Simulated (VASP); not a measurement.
Ru: single point with PBEsol

The system is Ru.

```xyz
2
Lattice="2.7058 0.0000 0.0000 -1.3529 2.3433 0.0000 0.0000 0.0000 4.1963" Properties=species:S:1:pos:R:3 pbc="T T T"
Ru    1.3529    0.7811    3.1472
Ru    0.0000    1.5622    1.0491
```

| Property | Result |
| --- | --- |
| Program | VASP 6.6.1 |
| Task | single point |
| Functional | PBEsol |
| Potentials or basis | VASP PAW PBE potentials, release 64 (Ru_pv) |
| Cutoff | 500 eV |
| k mesh | 11 × 11 × 6 |
| Occupations | fermi-dirac, width 0.05 eV |
| Spin | no spin polarisation |
| Dipole correction | no |
| Further INCAR settings | ALGO = Normal; EDIFF = 1e-06; NBANDS = 21 |

* Pressure: 1.0 GPa
* Band gap on the k mesh: zero (band 14 reaches 14.54 eV, above the bottom of band 15 at 11.35 eV)

Stress tensor (GPa, compression positive):
```
-2.20  0.00  0.00
 0.00 -2.20  0.00
 0.00  0.00  7.31
```

Levels at points of the mesh, in eV from the Fermi level:
```
           k point  band 11  band 12  band 13  band 14  band 15  band 16  band 17  band 18
(0.00, 0.00, 0.00)    -2.25    -1.89    -1.89    -1.53    -1.53     1.29     1.29     1.57
(0.00, 0.00, 0.50)    -2.87    -2.87    -2.63    -2.63     0.66     0.66     0.66     0.66
```

Wall time 17 s on 1 thread of Intel Xeon 6975P-C (shared host), peak memory 0.15 GiB.

Caveat: the PAW data sets were made with another functional, which shifts forces and pressure a little.
